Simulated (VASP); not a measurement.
A run of VASP 6.6.1 is set up as follows.

Contents of INCAR:

```
SYSTEM = Al
  PREC = Accurate
  ENCUT = 520
  EDIFF = 1E-7
  ISMEAR = 0
  SIGMA = 0.15
  LREAL = .False.
  LASPH = .True.
  NELM = 80
  ALGO = Normal
  ISIF = 2
  LWAVE = .False.
  LCHARG = .False.
  GGA = PS
  IVDW = 12
  NBANDS = 8
```

The input KPOINTS:

```
Automatic mesh
0
Gamma
  22 22 22
  0 0 0
```

POSCAR

```
Al
1.0
    0.0000000000      2.3365142344      1.5187342523
    2.3365142344      0.0000000000      1.5187342523
    2.3365142344      2.3365142344      0.0000000000
Al
1
Direct
    0.0000000000      0.0000000000      0.0000000000
```

Potentials or basis: VASP PAW PBE potentials, release 64 (Al).

Launch:

```bash
$ cat potpaw_PBE.64/Al/POTCAR > POTCAR
$ mpirun -np 1 vasp_std > vasp.out
```

Task: Predict the band gap on the k mesh.

Result: Zero (an odd number of electrons rules out a gap without spin polarisation).

Task: Predict the dispersion energy per atom.

Result: -0.316 eV.

Stress tensor (GPa, compression positive):
```
-2.43  0.00  0.00
 0.00 -2.43  0.00
 0.00  0.00 -4.51
```

Caveat: the cell stands under tension; the PAW data sets were made with another functional, which shifts forces and pressure a little.
